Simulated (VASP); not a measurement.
Write the native input for VASP 6.6.1 that does the following.

| Quantity | Value |
| --- | --- |
| Task | single point |
| Functional | LDA |
| Potentials or basis | VASP PAW LDA potentials, release 64 (W_sv) |
| Cutoff | 520 eV |
| k mesh | 18 × 18 × 18 |
| Occupations | gaussian, width 0.1 eV |
| Spin | no spin polarisation |
| Dipole correction | no |
| Further INCAR settings | ALGO = Normal; EDIFF = 1e-07; NBANDS = 13 |

The structure of W lies in POSCAR:

```
W
1.0
   -1.5679410109      1.5679410109      1.5679410109
    1.5679410109     -1.5679410109      1.5679410109
    1.5679410109      1.5679410109     -1.5679410109
W
1
Direct
    0.0000000000      0.0000000000      0.0000000000
```

These files were run (other wordings do the same):

INCAR

```
PREC = Accurate
ENCUT = 520
EDIFF = 1E-7
ISMEAR = 0
SIGMA = 0.1
LREAL = F
LASPH = T
NELM = 100
ALGO = Normal
ISIF = 2
LWAVE = F
LCHARG = F
GGA = CA
NBANDS = 13
```

KPOINTS

```
regular mesh
0
Gamma
  18 18 18
```

Potentials or basis: VASP PAW LDA potentials, release 64 (W_sv).

Command:

```sh
$ cat potpaw_LDA.64/W_sv/POTCAR > POTCAR
$ mpirun -np 1 vasp_std > vasp.out
```

Results of the run:

The pressure is 2.0 GPa and the band gap on the k mesh is zero (band 7 reaches 17.07 eV, above the bottom of band 8 at 10.42 eV).

Caveat: spin-orbit coupling is left out, which moves the levels of the heavy elements.

Run time: 15 s on 1 thread of Intel(R) Xeon(R) Platinum 8488C (Sapphire Rapids) (shared host), peak memory 0.14 GiB.
